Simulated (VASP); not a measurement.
# TlO2 (P-3m1) in VASP: relaxation of cell and atoms with PBE

Aim: the relaxation of cell and atoms of TlO2 with PBE.

All numbers are computed with VASP 6.6.1; they aren't measurements. Logs are shortened: lines on timing, memory, paths and dates and some standing lists are left out, and cuts for length are marked.

## 1. The cell of the first run

The structure is trigonal, space group P-3m1 (No. 164). The conventional cell has a = 4.336 Å, b = 4.336 Å, c = 3.032 Å, α = 90.00°, β = 90.00°, γ = 120.00°. Within 3.7 Å of Tl (site symmetry -3m) lie 12 O at 2.81 to 3.06 Å and 2 Tl at 3.03 Å. O (site symmetry 3m) has 5 O at 2.55 to 3.03 Å and 6 Tl at 2.81 to 3.06 Å within 3.4 Å.

The cell was built from a structure type or drawn by symmetry, and may not be a known phase.

## 2. Relaxation of cell and atoms, PBE

Input file INCAR:

```
PREC     = Accurate       # precision mode
ENCUT    = 910            # plane-wave cutoff, eV
EDIFF    = 1E-7           # SCF threshold, eV
ISMEAR   = 0              # smearing method
SIGMA    = 0.1            # smearing width, eV
LREAL    = False          # projectors in reciprocal space
LASPH    = True           # aspherical terms in the spheres
NELM     = 120            # most SCF steps
ALGO     = Normal         # electronic algorithm
ISIF     = 3              # what is computed and relaxed
LWAVE    = False          # write WAVECAR
LCHARG   = False          # write CHGCAR
GGA      = PE             # functional
IBRION   = 2              # ionic algorithm
NSW      = 90             # ionic steps
EDIFFG   = -0.04          # ionic threshold
GGA_COMPAT= False        
NELMIN   = 4
```

Input file KPOINTS:

```
regular mesh
0
Gamma
  6 6 6
```

Input file POSCAR:

```
TlO2
1.0
    4.3356296800      0.0000000000      0.0000000000
   -2.1678148400      3.7547654400      0.0000000000
    0.0000000000      0.0000000000      3.0322754900
Tl O
1 2
Direct
    0.0000000000      0.0000000000      0.0000000000
    0.3333333300      0.6666666700      0.4199999900
    0.6666666700      0.3333333300      0.5800000100
```

Potentials or basis: VASP PAW PBE potentials, release 64 (Tl_d, O_h).

Started as:

```
$ cat potpaw_PBE.64/Tl_d/POTCAR potpaw_PBE.64/O_h/POTCAR > POTCAR
$ mpirun -np 1 vasp_std > vasp.out
```

OUTCAR:

```text
PREC = Accurate
   ENCUT = 910
   EDIFF = 1E-7
   ISMEAR = 0
   LREAL = False
   LASPH = True
   NELM = 120
   ISIF = 3
   GGA = PE
   IBRION = 2
   NSW = 90
   EDIFFG = -0.04
   NELMIN = 4

 ion  position               nearest neighbor table
   1  0.000  0.000  0.000-   2 2.81   3 2.81   2 2.81   3 2.81   3 2.81   2 2.81
   2  0.333  0.667  0.420-   1 2.81   1 2.81   1 2.81
   3  0.667  0.333  0.580-   1 2.81   1 2.81   1 2.81

  LATTYP: Found a hexagonal cell.
 ALAT       =     4.3356296800
 C/A-ratio  =     0.6993852598

  Lattice vectors:

 A1 = (   4.3356296800,   0.0000000000,   0.0000000000)
 A2 = (  -2.1678148400,   3.7547654400,   0.0000000000)
 A3 = (   0.0000000000,   0.0000000000,   3.0322754900)

Analysis of symmetry for initial positions (statically):
=====================================================================
 Subroutine PRICEL returns:
 Original cell was already a primitive cell.

 Routine SETGRP: Setting up the symmetry group for a
 hexagonal supercell.

 Subroutine GETGRP returns: Found 12 space group operations
 (whereof 12 operations were pure point group operations)
 out of a pool of 24 trial point group operations.

The static configuration has the point symmetry D_3d.

Analysis of symmetry for dynamics (positions and initial velocities):
=====================================================================
 Subroutine PRICEL returns:
 Original cell was already a primitive cell.

 Routine SETGRP: Setting up the symmetry group for a
 hexagonal supercell.

 Subroutine GETGRP returns: Found 12 space group operations
 (whereof 12 operations were pure point group operations)
 out of a pool of 24 trial point group operations.

The dynamic configuration has the point symmetry D_3d.

 Subroutine INISYM returns: Found 12 space group operations
 (whereof 12 operations are pure point group operations),
 and found     1 'primitive' translations

----------------------------------------------------------------------------------------

                                     Primitive cell

  volume of cell :      49.3632

  direct lattice vectors                    reciprocal lattice vectors
     4.335629680  0.000000000  0.000000000     0.230647005  0.133164111  0.000000000
    -2.167814840  3.754765440  0.000000000     0.000000000  0.266328221  0.000000000
     0.000000000  0.000000000  3.032275490     0.000000000  0.000000000  0.329785339

  length of vectors
     4.335629680  4.335629676  3.032275490     0.266328221  0.266328221  0.329785339

  position of ions in fractional coordinates (direct lattice)
     0.000000000  0.000000000  0.000000000
     0.333333330  0.666666670  0.419999990
     0.666666670  0.333333330  0.580000010

  ion indices of the primitive-cell ions
   primitive index   ion index
                 1           1
                 2           2
                 3           3

----------------------------------------------------------------------------------------

 KPOINTS: regular mesh

Automatic generation of k-mesh.
 Grid dimensions read from file:
 generate k-points for:    6    6    6

 Generating k-lattice:

  Cartesian coordinates                     Fractional coordinates (reciprocal lattice)
     0.038441167  0.022194018  0.000000000     0.166666667  0.000000000  0.000000000
     0.000000000  0.044388037  0.000000000     0.000000000  0.166666667  0.000000000
     0.000000000  0.000000000  0.054964223     0.000000000  0.000000000  0.166666667

  Length of vectors
     0.044388037  0.044388037  0.054964223

  Shift w.r.t. Gamma in fractional coordinates (k-lattice)
     0.000000000  0.000000000  0.000000000

 Subroutine IBZKPT returns following result:
 ===========================================

 Found     34 irreducible k-points:

 Following reciprocal coordinates:
            Coordinates               Weight
  0.000000  0.000000  0.000000      1.000000
  0.166667 -0.000000  0.000000      6.000000
  0.333333  0.000000  0.000000      6.000000
  0.500000 -0.000000  0.000000      3.000000
  0.166667  0.166667  0.000000      6.000000
  0.333333  0.166667  0.000000     12.000000
[... 16 lines left out ...]
  0.500000 -0.000000  0.333333      6.000000
  0.166667  0.166667  0.333333     12.000000
 [... further k-points ...]
   k-points           NKPTS =     34   k-points in BZ     NKDIM =     34   number of bands    NBANDS=     16
   number of dos      NEDOS =    301   number of ions     NIONS =      3
   total plane-waves  NPLWV =  69120
   dimension x,y,z NGX =    48 NGY =   48 NGZ =   30
   dimension x,y,z NGXF=    96 NGYF=   96 NGZF=   60
   ions per type =               1   2
   NGX,Y,Z   is equivalent  to a cutoff of  18.41, 18.41, 16.45 a.u.
   NGXF,Y,Z  is equivalent  to a cutoff of  36.81, 36.81, 32.90 a.u.
 SYSTEM =  unknown system
   PREC   = accura    normal or accurate (medium, high low for compatibility)
   ISTART =      0    job   : 0-new  1-cont  2-samecut
   ICHARG =      2    charge: 1-file 2-atom 10-const
   ISPIN  =      1    spin polarized calculation?
   LNONCOLLINEAR =      F non collinear calculations
   LSORBIT =      F    spin-orbit coupling
   LASPH  =      T    aspherical Exc in radial PAW
   ENCUT  =  910.0 eV  66.88 Ry    8.18 a.u.  10.66 10.66  7.46*2*pi/ulx,y,z
   NELM   =    120;   NELMIN=  4; NELMDL= -5     # of ELM steps
   EDIFF  = 0.1E-06   stopping-criterion for ELM
   LREAL  =      F    real-space projection
   EDIFFG = -.4E-01   stopping-criterion for IOM
   NSW    =     90    number of steps for IOM
   IBRION =      2    ionic relax: 0-MD 1-quasi-New 2-CG
   NFREE  =      1    steps in history (QN), initial steepest desc. (CG)
   ISIF   =      3    stress and relaxation
   ISYM   =      2    0-nonsym 1-usesym 2-fastsym
   POTIM  = 0.5000    time-step for ionic-motion
   TEBEG  =    0.0;   TEEND  =   0.0 temperature during run
   PSTRESS=    0.0 pullay stress
   NELECT =      25.0000    total number of electrons
   NUPDOWN=      -1.0000    fix difference up-down
   EMIN   =  10.00;   EMAX   =-10.00  energy-range for DOS
   EFERMI =   0.00;   METHOD = LEGACY
   ISMEAR =     0;   SIGMA  =   0.10  broadening in eV -4-tet -1-fermi 0-gaus
   EFERMI_NEDOS =   21; number of points for ismear=-14 and -15
   IALGO  =     38    algorithm
   IMIX   =      4    mixing-type and parameters
     AMIX     =   0.40;   BMIX     =  1.00
     AMIX_MAG =   1.60;   BMIX_MAG =  1.00
  volume/ion in A,a.u.               =      16.45       111.04
  Fermi-wavevector in a.u.,A,eV,Ry     =   1.304929  2.465959 23.168548  1.702840
  Thomas-Fermi vector in A             =   2.435832
   LORBIT       =      0    0 simple, 1 ext, 2 COOP (PROOUT), +10 PAW based schemes
   GGA     = PE    functional components
   LHFCALC =     F    Hartree Fock is set to
   AEXX    =    0.0000 exact exchange contribution
   IVDW    =     0    specifies the selected vdW correction
   LEPSILON=     F    determine dielectric tensor
   LRPA    =     F    only Hartree local field effects (RPA)
 conjugate gradient relaxation of ions
 non-spin polarized calculation
 Gauss-broadening in eV      SIGMA  =   0.10
  energy-cutoff  :      910.00
  volume of cell :       49.36
 maximum number of plane-waves:      3093
 NGX is ok and might be reduce to    48
   NGX = 21   NGY = 21   NGZ = 15

--------------------------------------- Ionic step        1  -------------------------------------------

 number of electron      25.0000001 magnetization

 Free energy of the ion-electron system (eV)
  ---------------------------------------------------
  ext. energy  EPLUGINS =         0.00000000
  ---------------------------------------------------
  free energy    TOTEN  =        -9.64849824 eV

  energy without entropy =       -9.61968307  energy(sigma->0) =       -9.63409065

------------------------ aborting loop because EDIFF is reached ----------------------------------------

  FORCE on cell =-STRESS in cart. coord.  units (eV):
  Direction    XX          YY          ZZ          XY          YZ          ZX
  --------------------------------------------------------------------------------------
  -------------------------------------------------------------------------------------
  Total       -6.3416713     -6.3416712      1.0596214      0.0000000      0.0000000      0.0000000
  in kB     -205.8309411   -205.8309406     34.3920168      0.0000000      0.0000000      0.0000000
  external PRESSURE =    -125.7566216 kB  Pullay stress =       0.0000000 kB
[... 92 lines left out ...]
  FREE ENERGIE OF THE ION-ELECTRON SYSTEM (eV)
  ---------------------------------------------------
  free  energy   TOTEN  =       -10.9699923542 eV

  energy  without entropy=      -10.9576953281  energy(sigma->0) =      -10.96384384

[... ionic steps 4 to 12 ...]

--------------------------------------- Ionic step       13  -------------------------------------------

 number of electron      25.0000000 magnetization

------------------------ aborting loop because EDIFF is reached ----------------------------------------

  FORCE on cell =-STRESS in cart. coord.  units (eV):
  Direction    XX          YY          ZZ          XY          YZ          ZX
  --------------------------------------------------------------------------------------
  -------------------------------------------------------------------------------------
  Total        0.1535055      0.1535055      0.1270576      0.0000000      0.0000000      0.0000000
  in kB        6.1985104      6.1985104      5.1305517      0.0000000      0.0000000      0.0000000
  external PRESSURE =       5.8425242 kB  Pullay stress =       0.0000000 kB
[... 59 lines left out ...]
  energy  without entropy=      -12.1511579108  energy(sigma->0) =      -12.16264077

--------------------------------------- Ionic step       15  -------------------------------------------

 number of electron      25.0000001 magnetization

 Free energy of the ion-electron system (eV)
  ---------------------------------------------------
  ext. energy  EPLUGINS =         0.00000000
  ---------------------------------------------------
  free energy    TOTEN  =       -12.17439346 eV

  energy without entropy =      -12.15145016  energy(sigma->0) =      -12.16292181

 E-fermi :   4.6584     XC(G=0): -11.1037

 val. band max:        4.6456365256   @ k =   0.0000   0.0000   0.0000
 cond. band min:       4.6796439243   @ k =   0.1667   0.1667   0.0000
 fundamental gap:      0.0340073987
 Fermi energy:         4.6584217333

 k-point     1 :       0.0000    0.0000    0.0000
  band No.  band energies     occupation
      1     -13.3152      2.00000
      2     -11.1531      2.00000
      3      -5.5344      2.00000
      4      -5.5344      2.00000
      5      -5.4149      2.00000
      6      -4.8316      2.00000
[... 8 lines left out ...]
     15      12.2728      0.00000
     16      15.9017      0.00000
[... 420 lines left out ...]
  band No.  band energies     occupation
      1     -12.4699      2.00000
      2     -11.8945      2.00000
      3      -5.2692      2.00000
      4      -5.1654      2.00000
      5      -4.9775      2.00000
      6      -4.8342      2.00000
[... 8 lines left out ...]
     15      11.6981      0.00000
     16      14.4808      0.00000

 [... further k-points ...]
[... 5 lines left out ...]
  --------------------------------------------------------------------------------------
  -------------------------------------------------------------------------------------
  Total       -0.0222854     -0.0222854      0.0077205      0.0000000      0.0000000      0.0000000
  in kB       -0.8964139     -0.8964139      0.3105505      0.0000000      0.0000000      0.0000000
  external PRESSURE =      -0.4940924 kB  Pullay stress =       0.0000000 kB
[... 18 lines left out ...]
  FREE ENERGIE OF THE ION-ELECTRON SYSTEM (eV)
  ---------------------------------------------------
  free  energy   TOTEN  =       -12.1743934563 eV

  energy  without entropy=      -12.1514501573  energy(sigma->0) =      -12.16292181

 reached required accuracy - stopping structural energy minimisation
```

Wall time 8.9 min (1 thread of AMD EPYC 9R45 (Zen 5), shared host); peak memory 0.29 GiB.

Results:

```
Free energy                           : -12.1744 eV
Relaxed volume                        : 13.28 Å³/atom
Relaxed cell                          : a = 3.547 Å, b = 3.547 Å, c = 3.655 Å, α = 90.00°, β = 90.00°, γ = 120.00°
Space group after relaxing (to 0.1 Å) : P-3m1 (No. 164)
Energy gained by relaxing             : 842.0 meV/atom
Ionic steps                           : 15
Pressure after relaxing               : 0.0 GPa
Largest force after relaxing          : 0.022 eV/Å
Band gap on the k mesh                : zero (an odd number of electrons rules out a gap without spin polarisation)
```

Forces on the atoms (eV/Å):
```
Tl   0.000  0.000  0.000
O    0.000  0.000  0.022
O    0.000  0.000 -0.022
```

Stress tensor (GPa, compression positive):
```
-0.09  0.00  0.00
 0.00 -0.09  0.00
 0.00  0.00  0.03
```

The path:
```
step  energy change (eV)  largest force (eV/Å)  pressure (GPa)  volume (Å³)
   1              0.0000                0.2931          -12.58        49.36
   2             -1.1500                0.7162           -6.16        40.49
   3             -1.3215                0.9926            1.59        37.45
   4             -1.3270                1.0817            4.53        36.64
   5             -1.5196                1.3145            2.16        37.34
   6             -2.1347                1.6045           -3.91        39.10
   7             -1.3731                1.2561            4.43        41.27
   8             -2.3937                0.9373           -3.51        39.66
   9             -2.4440                0.3693            8.21        38.01
  10             -2.4771                0.1654            3.17        38.63
  11             -2.5246                0.0017           -0.65        40.05
  12             -2.5246                0.0051           -0.76        40.08
  13             -2.5253                0.0719            0.58        39.68
  14             -2.5256                0.0488            0.11        39.82
  15             -2.5259                0.0221           -0.05        39.83
```

Final structure:
```cif
data_structure
_symmetry_space_group_name_H-M 'P 1'
_symmetry_Int_Tables_number 1
_cell_length_a 3.5475
_cell_length_b 3.5475
_cell_length_c 3.6547
_cell_angle_alpha 90.000
_cell_angle_beta 90.000
_cell_angle_gamma 120.000
_cell_volume 39.83
loop_
_atom_site_label
_atom_site_type_symbol
_atom_site_fract_x
_atom_site_fract_y
_atom_site_fract_z
_atom_site_occupancy
Tl1 Tl 0.00000 0.00000 0.00000 1
O1 O 0.33333 0.66667 0.27315 1
O2 O 0.66667 0.33333 0.72685 1
```

Levels at points of the mesh, in eV from the Fermi level:
| k point | band 10 | band 11 | band 12 | band 13 | band 14 | band 15 | band 16 |
| --- | --- | --- | --- | --- | --- | --- | --- |
| (0.00, 0.00, 0.00) | -1.33 | -0.83 | -0.83 | -0.01 | 0.39 | 7.61 | 11.24 |
| (0.50, 0.00, 0.00) | -2.28 | -1.99 | -0.54 | 0.23 | 3.99 | 7.85 | 11.89 |
| (0.00, 0.00, 0.50) | -1.83 | -1.83 | -0.11 | -0.11 | 3.37 | 5.33 | 11.44 |
| (0.50, 0.00, 0.50) | -2.17 | -0.88 | -0.86 | -0.49 | 3.91 | 6.32 | 9.98 |

Caveat: the cutoff is under 1.25 times the usual one of these potentials, so pressure, stress and relaxed cells hold a basis-set (Pulay) error; the volume moved by over 15 % at a fixed basis, so the end points are rough; spin-orbit coupling is left out, which moves the levels of the heavy elements; an odd number of electrons without spin polarisation forces a metal; a magnetic or distorted state may lie lower.
